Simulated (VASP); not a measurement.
# SbMo (Fm-3m) in VASP: further runs

Runs on SbMo. Level: PBE. Tasks: single point.

All numbers are computed with VASP 6.6.1; they aren't measurements. Logs are shortened: lines on timing, memory, paths and dates and some standing lists are left out, and cuts for length are marked.

### 1 The cell of the first run

It takes space group Fm-3m (No. 225, cubic). The conventional cell has a = 5.446 Å, b = 5.446 Å, c = 5.446 Å, α = 90.00°, β = 90.00°, γ = 90.00°. Mo (site symmetry m-3m) has 6 Sb at 2.72 Å within 3.6 Å. Sb (site symmetry m-3m) has 6 Mo at 2.72 Å within 3.6 Å.

### 2 Single point, PBE (volume scaled by 0.960)

INCAR reads:

```
  PREC = Accurate
  ENCUT = 520
  EDIFF = 1E-7
  ISMEAR = 0
  SIGMA = 0.05
  LREAL = F
  LASPH = T
  NELM = 100
  ALGO = Normal
  ISIF = 2
  LWAVE = F
  LCHARG = F
  GGA = PE
  NBANDS = 16
```

KPOINTS reads:

```
regular mesh
0
Gamma
  10 10 10
```

POSCAR reads:

```
SbMo
1.0
    0.0000000000      2.7228234165      2.7228234165
    2.7228234165      0.0000000000      2.7228234165
    2.7228234165      2.7228234165      0.0000000000
Mo Sb
1 1
Direct
    0.5000000000      0.5000000000      0.5000000000
    0.0000000000      0.0000000000      0.0000000000
```

Potentials or basis: VASP PAW PBE potentials, release 64 (Mo_sv, Sb).

Started as:

```bash
$ cat potpaw_PBE.64/Mo_sv/POTCAR potpaw_PBE.64/Sb/POTCAR > POTCAR
$ mpirun -np 1 vasp_std > vasp.out
```

OUTCAR:

```text
PREC = Accurate
   ENCUT = 520
   EDIFF = 1E-7
   ISMEAR = 0
   LREAL = F
   LASPH = T
   NELM = 100
   ISIF = 2
   GGA = PE

 ion  position               nearest neighbor table
   1  0.500  0.500  0.500-   2 2.72   2 2.72   2 2.72   2 2.72   2 2.72   2 2.72
   2  0.000  0.000  0.000-   1 2.72   1 2.72   1 2.72   1 2.72   1 2.72   1 2.72

  LATTYP: Found a face centered cubic cell.
 ALAT       =     5.4456468330

  Lattice vectors:

 A1 = (   0.0000000000,   2.7228234165,   2.7228234165)
 A2 = (   2.7228234165,   0.0000000000,   2.7228234165)
 A3 = (   2.7228234165,   2.7228234165,   0.0000000000)

Analysis of symmetry for initial positions (statically):
=====================================================================
 Subroutine PRICEL returns:
 Original cell was already a primitive cell.

 Routine SETGRP: Setting up the symmetry group for a
 face centered cubic supercell.

 Subroutine GETGRP returns: Found 48 space group operations
 (whereof 48 operations were pure point group operations)
 out of a pool of 48 trial point group operations.

The static configuration has the point symmetry O_h .

Analysis of symmetry for dynamics (positions and initial velocities):
=====================================================================
 Subroutine PRICEL returns:
 Original cell was already a primitive cell.

 Routine SETGRP: Setting up the symmetry group for a
 face centered cubic supercell.

 Subroutine GETGRP returns: Found 48 space group operations
 (whereof 48 operations were pure point group operations)
 out of a pool of 48 trial point group operations.

The dynamic configuration has the point symmetry O_h .

 Subroutine INISYM returns: Found 48 space group operations
 (whereof 48 operations are pure point group operations),
 and found     1 'primitive' translations

----------------------------------------------------------------------------------------

                                     Primitive cell

  volume of cell :      40.3728

  direct lattice vectors                    reciprocal lattice vectors
     0.000000000  2.722823416  2.722823416    -0.183632915  0.183632915  0.183632915
     2.722823416  0.000000000  2.722823416     0.183632915 -0.183632915  0.183632915
     2.722823416  2.722823416  0.000000000     0.183632915  0.183632915 -0.183632915

  length of vectors
     3.850653804  3.850653804  3.850653804     0.318061538  0.318061538  0.318061538

  position of ions in fractional coordinates (direct lattice)
     0.500000000  0.500000000  0.500000000
     0.000000000  0.000000000  0.000000000

  ion indices of the primitive-cell ions
   primitive index   ion index
                 1           1
                 2           2

----------------------------------------------------------------------------------------

 KPOINTS: regular mesh

Automatic generation of k-mesh.
 Grid dimensions read from file:
 generate k-points for:   10   10   10

 Generating k-lattice:

  Cartesian coordinates                     Fractional coordinates (reciprocal lattice)
    -0.018363291  0.018363291  0.018363291     0.100000000  0.000000000  0.000000000
     0.018363291 -0.018363291  0.018363291     0.000000000  0.100000000  0.000000000
     0.018363291  0.018363291 -0.018363291     0.000000000  0.000000000  0.100000000

  Length of vectors
     0.031806154  0.031806154  0.031806154

  Shift w.r.t. Gamma in fractional coordinates (k-lattice)
     0.000000000  0.000000000  0.000000000

 Subroutine IBZKPT returns following result:
 ===========================================

 Found     47 irreducible k-points:

 Following reciprocal coordinates:
            Coordinates               Weight
  0.000000  0.000000  0.000000      1.000000
  0.100000  0.000000  0.000000      8.000000
  0.200000  0.000000  0.000000      8.000000
  0.300000  0.000000  0.000000      8.000000
  0.400000  0.000000  0.000000      8.000000
  0.500000  0.000000  0.000000      4.000000
[... 16 lines left out ...]
  0.300000  0.300000  0.000000      6.000000
  0.400000  0.300000  0.000000     24.000000
 [... further k-points ...]
   k-points           NKPTS =     47   k-points in BZ     NKDIM =     47   number of bands    NBANDS=     16
   number of dos      NEDOS =    301   number of ions     NIONS =      2
   total plane-waves  NPLWV =  27000
   dimension x,y,z NGX =    30 NGY =   30 NGZ =   30
   dimension x,y,z NGXF=    60 NGYF=   60 NGZF=   60
   ions per type =               1   1
   NGX,Y,Z   is equivalent  to a cutoff of  12.95, 12.95, 12.95 a.u.
   NGXF,Y,Z  is equivalent  to a cutoff of  25.90, 25.90, 25.90 a.u.
 SYSTEM =  unknown system
   PREC   = accura    normal or accurate (medium, high low for compatibility)
   ISTART =      0    job   : 0-new  1-cont  2-samecut
   ICHARG =      2    charge: 1-file 2-atom 10-const
   ISPIN  =      1    spin polarized calculation?
   LNONCOLLINEAR =      F non collinear calculations
   LSORBIT =      F    spin-orbit coupling
   LASPH  =      T    aspherical Exc in radial PAW
   ENCUT  =  520.0 eV  38.22 Ry    6.18 a.u.   7.16  7.16  7.16*2*pi/ulx,y,z
   NELM   =    100;   NELMIN=  2; NELMDL= -5     # of ELM steps
   EDIFF  = 0.1E-06   stopping-criterion for ELM
   LREAL  =      F    real-space projection
   EDIFFG = 0.1E-05   stopping-criterion for IOM
   NSW    =      0    number of steps for IOM
   IBRION =     -1    ionic relax: 0-MD 1-quasi-New 2-CG
   NFREE  =      0    steps in history (QN), initial steepest desc. (CG)
   ISIF   =      2    stress and relaxation
   ISYM   =      2    0-nonsym 1-usesym 2-fastsym
   POTIM  = 0.5000    time-step for ionic-motion
   TEBEG  =    0.0;   TEEND  =   0.0 temperature during run
   PSTRESS=    0.0 pullay stress
   NELECT =      19.0000    total number of electrons
   NUPDOWN=      -1.0000    fix difference up-down
   EMIN   =  10.00;   EMAX   =-10.00  energy-range for DOS
   EFERMI =   0.00;   METHOD = LEGACY
   ISMEAR =     0;   SIGMA  =   0.05  broadening in eV -4-tet -1-fermi 0-gaus
   EFERMI_NEDOS =   21; number of points for ismear=-14 and -15
   IALGO  =     38    algorithm
   IMIX   =      4    mixing-type and parameters
     AMIX     =   0.40;   BMIX     =  1.00
     AMIX_MAG =   1.60;   BMIX_MAG =  1.00
  volume/ion in A,a.u.               =      20.19       136.22
  Fermi-wavevector in a.u.,A,eV,Ry     =   1.273395  2.406368 22.062329  1.621535
  Thomas-Fermi vector in A             =   2.406221
   LORBIT       =      0    0 simple, 1 ext, 2 COOP (PROOUT), +10 PAW based schemes
   GGA     = PE    functional components
   LHFCALC =     F    Hartree Fock is set to
   AEXX    =    0.0000 exact exchange contribution
   IVDW    =     0    specifies the selected vdW correction
   LEPSILON=     F    determine dielectric tensor
   LRPA    =     F    only Hartree local field effects (RPA)
 non-spin polarized calculation
 Gauss-broadening in eV      SIGMA  =   0.05
  energy-cutoff  :      520.00
  volume of cell :       40.37
 maximum number of plane-waves:      1106
 NGX is ok and might be reduce to    30
   NGX = 15   NGY = 15   NGZ = 15

 number of electron      18.9999997 magnetization

 Free energy of the ion-electron system (eV)
  ---------------------------------------------------
  ext. energy  EPLUGINS =         0.00000000
  ---------------------------------------------------
  free energy    TOTEN  =       -13.43936523 eV

  energy without entropy =      -13.43587638  energy(sigma->0) =      -13.43762080

 E-fermi :  10.6919     XC(G=0): -11.6218

 val. band max:       10.6833289503   @ k =   0.5000   0.1000   0.0000
 cond. band min:      10.6984886156   @ k =  -0.3000   0.5000   0.2000
 fundamental gap:      0.0151596654
 Fermi energy:        10.6919047183

 k-point     1 :       0.0000    0.0000    0.0000
  band No.  band energies     occupation
      1     -50.1840      2.00000
      2     -24.3252      2.00000
      3     -24.3252      2.00000
      4     -24.3252      2.00000
      5      -1.4959      2.00000
      6       9.2135      2.00000
[... 8 lines left out ...]
     15      17.6762      0.00000
     16      22.3379      0.00000

 k-point     2 :       0.1000    0.0000    0.0000
  band No.  band energies     occupation
      1     -50.1836      2.00000
      2     -24.3321      2.00000
      3     -24.3251      2.00000
      4     -24.3251      2.00000
      5      -1.3383      2.00000
      6       8.8048      2.00000
[... 8 lines left out ...]
     15      18.3663      0.00000
     16      21.3436      0.00000

 k-point     3 :       0.2000    0.0000    0.0000
  band No.  band energies     occupation
      1     -50.1825      2.00000
      2     -24.3502      2.00000
      3     -24.3249      2.00000
      4     -24.3249      2.00000
      5      -0.8799      2.00000
      6       7.6641      2.00000
[... 8 lines left out ...]
     15      19.5269      0.00000
     16      20.3536      0.00000

 k-point     4 :       0.3000    0.0000    0.0000
  band No.  band energies     occupation
      1     -50.1812      2.00000
      2     -24.3724      2.00000
      3     -24.3247      2.00000
      4     -24.3247      2.00000
      5      -0.1722      2.00000
      6       6.2049      2.00000
[... 8 lines left out ...]
     15      19.0084      0.00000
     16      19.0084      0.00000

 k-point     5 :       0.4000    0.0000    0.0000
  band No.  band energies     occupation
      1     -50.1802      2.00000
      2     -24.3902      2.00000
      3     -24.3245      2.00000
      4     -24.3245      2.00000
      5       0.6430      2.00000
      6       4.8700      2.00000
[... 8 lines left out ...]
     15      17.9440      0.00000
     16      17.9440      0.00000

 k-point     6 :       0.5000    0.0000    0.0000
  band No.  band energies     occupation
      1     -50.1797      2.00000
      2     -24.3970      2.00000
      3     -24.3245      2.00000
      4     -24.3245      2.00000
      5       1.1015      2.00000
      6       4.2308      2.00000
[... 8 lines left out ...]
     15      17.3501      0.00000
     16      17.3501      0.00000

 k-point     7 :       0.1000    0.1000    0.0000
  band No.  band energies     occupation
      1     -50.1834      2.00000
      2     -24.3297      2.00000
      3     -24.3275      2.00000
      4     -24.3275      2.00000
      5      -1.2890      2.00000
      6       8.5653      2.00000
[... 8 lines left out ...]
     15      18.7227      0.00000
     16      21.2526      0.00000

 k-point     8 :       0.2000    0.1000    0.0000
  band No.  band energies     occupation
      1     -50.1826      2.00000
      2     -24.3436      2.00000
      3     -24.3293      2.00000
      4     -24.3263      2.00000
      5      -0.9411      2.00000
      6       7.6345      2.00000
[... 8 lines left out ...]
     15      19.2395      0.00000
     16      20.1610      0.00000

 k-point     9 :       0.3000    0.1000    0.0000
  band No.  band energies     occupation
      1     -50.1813      2.00000
      2     -24.3644      2.00000
      3     -24.3299      2.00000
      4     -24.3259      2.00000
      5      -0.3345      2.00000
      6       6.5292      2.00000
[... 8 lines left out ...]
     15      18.5157      0.00000
     16      19.8217      0.00000
[... 172 lines left out ...]
 k-point    19 :       0.5000    0.2000    0.0000
  band No.  band energies     occupation
      1     -50.1789      2.00000
      2     -24.3859      2.00000
      3     -24.3410      2.00000
      4     -24.3335      2.00000
      5       0.8818      2.00000
      6       5.0929      2.00000
[... 8 lines left out ...]
     15      19.0642      0.00000
     16      20.2461      0.00000

 k-point    20 :      -0.4000    0.2000    0.0000
  band No.  band energies     occupation
      1     -50.1789      2.00000
      2     -24.3863      2.00000
      3     -24.3458      2.00000
      4     -24.3291      2.00000
      5       1.0364      2.00000
      6       4.8887      2.00000
[... 8 lines left out ...]
     15      19.3736      0.00000
     16      20.0694      0.00000

 k-point    21 :      -0.3000    0.2000    0.0000
  band No.  band energies     occupation
      1     -50.1796      2.00000
      2     -24.3776      2.00000
      3     -24.3479      2.00000
      4     -24.3247      2.00000
      5       0.6233      2.00000
      6       5.3604      2.00000
[... 8 lines left out ...]
     15      18.8762      0.00000
     16      19.4715      0.00000

 k-point    22 :      -0.2000    0.2000    0.0000
  band No.  band energies     occupation
      1     -50.1807      2.00000
      2     -24.3660      2.00000
      3     -24.3435      2.00000
      4     -24.3221      2.00000
      5      -0.0069      2.00000
      6       6.1840      2.00000
[... 8 lines left out ...]
     15      18.3868      0.00000
     16      19.0299      0.00000

 k-point    23 :       0.3000    0.3000    0.0000
  band No.  band energies     occupation
      1     -50.1799      2.00000
      2     -24.3619      2.00000
      3     -24.3415      2.00000
      4     -24.3415      2.00000
      5      -0.0347      2.00000
      6       6.0367      2.00000
[... 8 lines left out ...]
     15      19.2104      0.00000
     16      21.2657      0.00000

 k-point    24 :       0.4000    0.3000    0.0000
  band No.  band energies     occupation
      1     -50.1789      2.00000
      2     -24.3731      2.00000
      3     -24.3452      2.00000
      4     -24.3435      2.00000
      5       0.3412      2.00000
      6       5.8267      2.00000
[... 8 lines left out ...]
     15      19.2556      0.00000
     16      21.4734      0.00000

 [... further k-points ...]
[... 5 lines left out ...]
  --------------------------------------------------------------------------------------
  -------------------------------------------------------------------------------------
  Total        1.3815073      1.3815073      1.3815073     -0.0000000     -0.0000000      0.0000000
  in kB       54.8245847     54.8245847     54.8245847     -0.0000000     -0.0000000      0.0000000
  external PRESSURE =      54.8245847 kB  Pullay stress =       0.0000000 kB

 VOLUME and BASIS-vectors are now :
 -----------------------------------------------------------------------------
  energy-cutoff  :      520.00
  volume of cell :       40.37
      direct lattice vectors                 reciprocal lattice vectors
     0.000000000  2.722823416  2.722823416    -0.183632915  0.183632915  0.183632915
     2.722823416  0.000000000  2.722823416     0.183632915 -0.183632915  0.183632915
     2.722823416  2.722823416  0.000000000     0.183632915  0.183632915 -0.183632915

 POSITION                                       TOTAL-FORCE (eV/Angst)
 -----------------------------------------------------------------------------------
      2.72282      2.72282      2.72282         0.000000      0.000000      0.000000
      0.00000      0.00000      0.00000        -0.000000     -0.000000     -0.000000
 -----------------------------------------------------------------------------------
    total drift:                                0.000000     -0.000000      0.000000

  FREE ENERGIE OF THE ION-ELECTRON SYSTEM (eV)
  ---------------------------------------------------
  free  energy   TOTEN  =       -13.4393652273 eV

  energy  without entropy=      -13.4358763819  energy(sigma->0) =      -13.43762080
```

It took 17 s on 1 thread of AMD EPYC 9R45 (Zen 5), shared host; peak memory 0.15 GiB.

Results:

```yaml
Free_energy: -13.4394 eV
Pressure: 5.5 GPa
```

Caveat: spin-orbit coupling is left out, which moves the levels of the heavy elements.

### 3 Single point, PBE (volume scaled by 0.945)

INCAR reads:

```
SYSTEM = SbMo
ALGO     = Normal         ! electronic algorithm
EDIFF    = 1E-6           ! SCF threshold, eV
ENCUT    = 520            ! plane-wave cutoff, eV
GGA      = PE             ! functional
ISIF     = 2              ! what is computed and relaxed
ISMEAR   = 0              ! smearing method
LASPH    = .True.         ! aspherical terms in the spheres
LCHARG   = .False.        ! write CHGCAR
LREAL    = .False.        ! projectors in reciprocal space
LWAVE    = .False.        ! write WAVECAR
NBANDS   = 16             ! bands
NELM     = 80             ! most SCF steps
PREC     = Accurate       ! precision mode
SIGMA    = 0.05           ! smearing width, eV
```

KPOINTS reads:

```
k-points
0
Gamma
  10 10 10
  0 0 0
```

POSCAR reads:

```
SbMo
1.0
    0.0000000000      2.7085675353      2.7085675353
    2.7085675353      0.0000000000      2.7085675353
    2.7085675353      2.7085675353      0.0000000000
Mo Sb
1 1
Direct
    0.5000000000      0.5000000000      0.5000000000
    0.0000000000      0.0000000000      0.0000000000
```

Potentials or basis: VASP PAW PBE potentials, release 64 (Mo_sv, Sb).

Started as:

```bash
$ cat potpaw_PBE.64/Mo_sv/POTCAR potpaw_PBE.64/Sb/POTCAR > POTCAR
$ mpirun -np 1 vasp_std > vasp.out
```

Wall time 15 s (1 thread of AMD EPYC 9R45 (Zen 5), shared host); peak memory 0.14 GiB.

Results (log left out):

```
Free energy : -13.4130 eV
Pressure    : 7.9 GPa
```

Levels at points of the mesh, in eV from the Fermi level:
```csv
k point,band 8,band 9,band 10,band 11,band 12,band 13
"(0.00, 0.00, 0.00)",-1.52,-1.02,-1.02,1.32,1.32,1.32
"(0.50, 0.00, 0.00)",-3.81,-0.05,-0.05,0.74,3.99,6.47
"(0.50, 0.50, 0.00)",-1.33,-1.33,-0.31,0.54,0.54,1.67
```

Caveat: spin-orbit coupling is left out, which moves the levels of the heavy elements.

(Part 1 of 2 ends here.)
